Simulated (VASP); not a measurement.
Runs of VASP 6.6.1 on Si. The structure is that of space group P6_3/mmc (No. 194), or close to it. The cells are those of the table. This isn't the form of Si at room conditions, which is diamond.

```csv
task,cell,k mesh,cutoff (eV),gap on the mesh (eV),pressure (GPa)
single point,"a = 2.874, b = 2.874, c = 9.576 Å, angles 90.0, 90.0, 120.0°, 4 atoms",14 × 14 × 4,520,none,(b)
single point,"a = 2.759, b = 2.759, c = 9.192 Å, angles 90.0, 90.0, 120.0°, 4 atoms",14 × 14 × 4,520,none,5.9
single point,"a = 2.910, b = 2.910, c = 9.697 Å, angles 90.0, 90.0, 120.0°, 4 atoms",14 × 14 × 4,520,none,-3.0
single point,"a = 2.836, b = 2.836, c = 9.451 Å, angles 90.0, 90.0, 120.0°, 4 atoms",13 × 13 × 4,520,none,0.3
single point,"a = 2.946, b = 2.946, c = 9.815 Å, angles 90.0, 90.0, 120.0°, 4 atoms",14 × 14 × 4,520,none,(a)
single point,"a = 2.718, b = 2.718, c = 9.057 Å, angles 90.0, 90.0, 120.0°, 4 atoms",14 × 14 × 4,520,none,9.5
relaxation of cell and atoms,"relaxed from a = 2.769, b = 2.769, c = 9.044 Å, angles 90.0, 90.0, 120.0°, 4 atoms",13 × 13 × 4,600,-,0.0
single point,"a = 2.836, b = 2.836, c = 9.451 Å, angles 90.0, 90.0, 120.0°, 4 atoms",14 × 14 × 4,520,none,0.5
single point,"a = 2.836, b = 2.836, c = 9.451 Å, angles 90.0, 90.0, 120.0°, 4 atoms",17 × 17 × 5,520,none,0.4
single point,"a = 2.798, b = 2.798, c = 9.323 Å, angles 90.0, 90.0, 120.0°, 4 atoms",14 × 14 × 4,520,none,2.9
```

Alike in all rows: level BLYP; potentials or basis VASP PAW PBE potentials, release 64 (Si); no spin polarisation; smearing fermi-dirac 0.1 eV.

Question: Fill in the values left out.

Answer: (a) -4.4; (b) -1.4.

Caveats: the PAW data sets were made with another functional, which shifts forces and pressure a little; the cell stands under pressure (at least some runs); the cell stands under tension (at least some runs); the highest band is partly filled, so the run has too few bands (at least some runs).

A gap of «none» marks levels without a gap at the run's occupations.
